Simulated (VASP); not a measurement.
# La2O3 (P-3m1) in VASP: a series of runs, part 2 of 2

VASP 6.6.1. The steps go on from the part before.

## 4. Relaxation of cell and atoms, PBE

Contents of INCAR:

```
SYSTEM = La2O3
ALGO     = Normal         ! electronic algorithm
EDIFF    = 1E-7           ! SCF threshold, eV
EDIFFG   = -0.005         ! ionic threshold
ENCUT    = 600            ! plane-wave cutoff, eV
GGA      = PE             ! functional
IBRION   = 2              ! ionic algorithm
ISIF     = 3              ! what is computed and relaxed
ISMEAR   = 0              ! smearing method
LASPH    = .True.         ! aspherical terms in the spheres
LCHARG   = .False.        ! write CHGCAR
LREAL    = .False.        ! projectors in reciprocal space
LWAVE    = .False.        ! write WAVECAR
NELM     = 100            ! most SCF steps
NSW      = 100            ! ionic steps
PREC     = Accurate       ! precision mode
SIGMA    = 0.02           ! smearing width, eV
```

Contents of KPOINTS:

```
k-points
0
Gamma
  6 6 4
  0 0 0
```

Contents of POSCAR:

```
La2O3
1.0
    3.9307778800      0.0000000000      0.0000000000
   -1.9653889400      3.4041535000      0.0000000000
    0.0000000000      0.0000000000      6.1119535200
La O
2 3
Direct
    0.6666666700      0.3333333300      0.7537643200
    0.3333333300      0.6666666700      0.2462356800
    0.6666666700      0.3333333300      0.3541093500
    0.3333333300      0.6666666700      0.6458906500
    0.0000000000      0.0000000000      0.0000000000
```

Potentials or basis: VASP PAW PBE potentials, release 64 (La, O).

On the command line:

```sh
> cat potpaw_PBE.64/La/POTCAR potpaw_PBE.64/O/POTCAR > POTCAR
> mpirun -np 1 vasp_std > vasp.out
```

OUTCAR:

```text
SYSTEM = La2O3
   EDIFF = 1E-7
   EDIFFG = -0.005
   ENCUT = 600
   GGA = PE
   IBRION = 2
   ISIF = 3
   ISMEAR = 0
   LASPH = .True.
   LREAL = .False.
   NELM = 100
   NSW = 100
   PREC = Accurate

 ion  position               nearest neighbor table
   1  0.667  0.333  0.754-   4 2.36   4 2.36   4 2.36   3 2.44   5 2.72   5 2.72   5 2.72
   2  0.333  0.667  0.246-   3 2.36   3 2.36   3 2.36   4 2.44   5 2.72   5 2.72   5 2.72
   3  0.667  0.333  0.354-   2 2.36   2 2.36   2 2.36   1 2.44
   4  0.333  0.667  0.646-   1 2.36   1 2.36   1 2.36   2 2.44
   5  0.000  0.000  0.000-   1 2.72   2 2.72   2 2.72   1 2.72   1 2.72   2 2.72

  LATTYP: Found a hexagonal cell.
 ALAT       =     3.9307778800
 C/A-ratio  =     1.5548966913

  Lattice vectors:

 A1 = (   3.9307778800,   0.0000000000,   0.0000000000)
 A2 = (  -1.9653889400,   3.4041535000,   0.0000000000)
 A3 = (   0.0000000000,   0.0000000000,   6.1119535200)

Analysis of symmetry for initial positions (statically):
=====================================================================
 Subroutine PRICEL returns:
 Original cell was already a primitive cell.

 Routine SETGRP: Setting up the symmetry group for a
 hexagonal supercell.

 Subroutine GETGRP returns: Found 12 space group operations
 (whereof 12 operations were pure point group operations)
 out of a pool of 24 trial point group operations.

The static configuration has the point symmetry D_3d.

Analysis of symmetry for dynamics (positions and initial velocities):
=====================================================================
 Subroutine PRICEL returns:
 Original cell was already a primitive cell.

 Routine SETGRP: Setting up the symmetry group for a
 hexagonal supercell.

 Subroutine GETGRP returns: Found 12 space group operations
 (whereof 12 operations were pure point group operations)
 out of a pool of 24 trial point group operations.

[... 125 lines left out ...]
     AMIX_MAG =   1.60;   BMIX_MAG =  1.00
  volume/ion in A,a.u.               =      16.36       110.38
  Fermi-wavevector in a.u.,A,eV,Ry     =   1.289849  2.437462 22.636161  1.663711
  Thomas-Fermi vector in A             =   2.421717
   LORBIT       =      0    0 simple, 1 ext, 2 COOP (PROOUT), +10 PAW based schemes
   GGA     = PE    functional components
   LHFCALC =     F    Hartree Fock is set to
   AEXX    =    0.0000 exact exchange contribution
   IVDW    =     0    specifies the selected vdW correction
   LEPSILON=     F    determine dielectric tensor
   LRPA    =     F    only Hartree local field effects (RPA)
 conjugate gradient relaxation of ions
 non-spin polarized calculation
 Gauss-broadening in eV      SIGMA  =   0.02
  energy-cutoff  :      600.00
  volume of cell :       81.78
 maximum number of plane-waves:      2743
   NGX = 15   NGY = 15   NGZ = 25

--------------------------------------- Ionic step        1  -------------------------------------------

 number of electron      40.0000000 magnetization

 Free energy of the ion-electron system (eV)
  ---------------------------------------------------
  ext. energy  EPLUGINS =         0.00000000
  ---------------------------------------------------
  free energy    TOTEN  =       -41.82520287 eV

  energy without entropy =      -41.82520287  energy(sigma->0) =      -41.82520287

------------------------ aborting loop because EDIFF is reached ----------------------------------------

  FORCE on cell =-STRESS in cart. coord.  units (eV):
  Direction    XX          YY          ZZ          XY          YZ          ZX
  --------------------------------------------------------------------------------------
  -------------------------------------------------------------------------------------
  Total        0.6911053      0.6911053      0.8613038      0.0000000      0.0000000      0.0000000
  in kB       13.5390172     13.5390172     16.8732712      0.0000000      0.0000000      0.0000000
  external PRESSURE =      14.6504352 kB  Pullay stress =       0.0000000 kB
[... 98 lines left out ...]
  FREE ENERGIE OF THE ION-ELECTRON SYSTEM (eV)
  ---------------------------------------------------
  free  energy   TOTEN  =       -41.8295342916 eV

  energy  without entropy=      -41.8295342916  energy(sigma->0) =      -41.82953429

[... ionic steps 4 to 7 ...]

--------------------------------------- Ionic step        8  -------------------------------------------

 number of electron      39.9999999 magnetization

------------------------ aborting loop because EDIFF is reached ----------------------------------------
[... 73 lines left out ...]
--------------------------------------- Ionic step       10  -------------------------------------------

 number of electron      40.0000000 magnetization

 Free energy of the ion-electron system (eV)
  ---------------------------------------------------
  ext. energy  EPLUGINS =         0.00000000
  ---------------------------------------------------
  free energy    TOTEN  =       -41.83089737 eV

  energy without entropy =      -41.83089737  energy(sigma->0) =      -41.83089737

 E-fermi :   5.9879     XC(G=0): -10.4022

 val. band max:        5.8328287111   @ k =   0.5000   0.0000   0.5000
 cond. band min:       9.6892438695   @ k =   0.5000   0.0000   0.0000
 fundamental gap:      3.8564151584
 Fermi energy:         5.9879463878

 k-point     1 :       0.0000    0.0000    0.0000
  band No.  band energies     occupation
      1     -24.0145      2.00000
      2     -23.7920      2.00000
      3     -11.0539      2.00000
      4      -9.8249      2.00000
      5      -9.3644      2.00000
      6      -7.4771      2.00000
[... 669 lines left out ...]
  FREE ENERGIE OF THE ION-ELECTRON SYSTEM (eV)
  ---------------------------------------------------
  free  energy   TOTEN  =       -41.8308973735 eV

  energy  without entropy=      -41.8308973735  energy(sigma->0) =      -41.83089737

 reached required accuracy - stopping structural energy minimisation
```

OSZICAR:

```text
N       E                     dE             d eps       ncg     rms          rms(c)
DAV:   1     0.493355029842E+03    0.49336E+03   -0.17153E+04  1168   0.284E+03
DAV:   2     0.104044764594E+03   -0.38931E+03   -0.38340E+03  1680   0.417E+02
[... 96 lines left out ...]
DAV:   2    -0.418309032101E+02   -0.11783E-03   -0.12358E-03  1744   0.413E-01    0.165E-02
DAV:   3    -0.418309016531E+02    0.15570E-05   -0.53059E-05  1976   0.735E-02    0.121E-02
DAV:   4    -0.418308977152E+02    0.39379E-05   -0.42279E-05  1856   0.525E-02    0.532E-03
DAV:   5    -0.418308975855E+02    0.12969E-06   -0.80368E-06  1888   0.279E-02    0.318E-03
DAV:   6    -0.418308975896E+02   -0.40714E-08   -0.38462E-06  2000   0.146E-02    0.226E-03
DAV:   7    -0.418308974710E+02    0.11855E-06   -0.91528E-07  1560   0.810E-03    0.802E-04
DAV:   8    -0.418308973735E+02    0.97468E-07   -0.12584E-07   768   0.502E-03
  10 F= -.41830897E+02 E0= -.41830897E+02  d E =-.488068E-04
```

It took 12 min on 1 thread of Intel Xeon 6975P-C, shared host; peak memory 0.26 GiB.

What came out:

```
Free energy                            : -41.8309 eV
Relaxed volume                         : 16.58 Å³/atom
Relaxed cell                           : a = 3.936 Å, b = 3.936 Å, c = 6.179 Å, α = 90.00°, β = 90.00°, γ = 120.00°
Space group after relaxing (to 0.05 Å) : P-3m1 (No. 164)
Energy gained by relaxing              : 1.1 meV/atom
Ionic steps                            : 10
Pressure after relaxing                : 0.0 GPa
Largest force after relaxing           : 0.004 eV/Å
Band gap on the k mesh                 : 3.86 eV, indirect (least direct gap 3.98 eV)
```

Forces in eV/Å, atoms in the order of the input:
```
La   0.000  0.000  0.004
La   0.000  0.000 -0.004
O    0.000  0.000  0.002
O    0.000  0.000 -0.002
O    0.000  0.000  0.000
```

The path:
```
step  energy change (eV)  largest force (eV/Å)  pressure (GPa)  volume (Å³)
   1              0.0000                0.0119            1.47        81.78
   2             -0.0010                0.1560           -1.29        83.57
   3             -0.0043                0.0844           -0.04        82.73
   4             -0.0052                0.0180           -0.02        82.83
   5             -0.0054                0.0296           -0.01        82.89
   6             -0.0056                0.0211           -0.01        82.90
   7             -0.0056                0.0151            0.00        82.91
   8             -0.0056                0.0145            0.00        82.91
   9             -0.0057                0.0086            0.01        82.92
  10             -0.0057                0.0036            0.02        82.92
```

Final structure:
```
CELL_PARAMETERS angstrom
3.93642 0.00000 0.00000
-1.96821 3.40904 0.00000
0.00000 0.00000 6.17937
ATOMIC_POSITIONS crystal
La 0.66667 0.33333 0.75271
La 0.33333 0.66667 0.24729
O 0.66667 0.33333 0.35458
O 0.33333 0.66667 0.64542
O 0.00000 0.00000 0.00000
```

Levels at points of the mesh, in eV from the valence-band top:
```csv
k point,band 18,band 19,band 20,band 21,band 22,band 23
"(0.00, 0.00, 0.00)",-0.35,-0.35,-0.09,4.27,4.63,4.63
"(0.50, 0.00, 0.00)",-0.64,-0.40,-0.29,3.86,4.69,5.12
"(0.00, 0.00, 0.50)",-0.75,-0.26,-0.26,4.67,4.74,4.74
"(0.50, 0.00, 0.50)",-0.68,-0.35,0.00,4.38,4.60,5.02
```

Caveat: spin-orbit coupling is left out, which moves the levels of the heavy elements.

## 5. Overview

| task | cell | cutoff (eV) | smearing | gap on the mesh (eV) | pressure (GPa) | largest force (eV/Å) |
| --- | --- | --- | --- | --- | --- | --- |
| single point | a = 3.931, b = 3.931, c = 6.112 Å, angles 90.0, 90.0, 120.0°, 5 atoms | 520 | gaussian 0.1 eV | 3.86 | 1.6 | 0.01 |
| single point | a = 3.940, b = 3.940, c = 6.187 Å, angles 90.0, 90.0, 120.0°, 5 atoms | 520 | gaussian 0.02 eV | 3.85 | -0.3 | 0.01 |
| relaxation of cell and atoms | relaxed from a = 3.931, b = 3.931, c = 6.112 Å, angles 90.0, 90.0, 120.0°, 5 atoms | 600 | gaussian 0.02 eV | 3.86 | 0.0 | - |

Alike in all rows: level PBE; potentials or basis VASP PAW PBE potentials, release 64 (La, O); no spin polarisation; k mesh 6 × 6 × 4.

Caveats: spin-orbit coupling is left out, which moves the levels of the heavy elements.

Absolute energies hang on the potentials; compare differences alone.
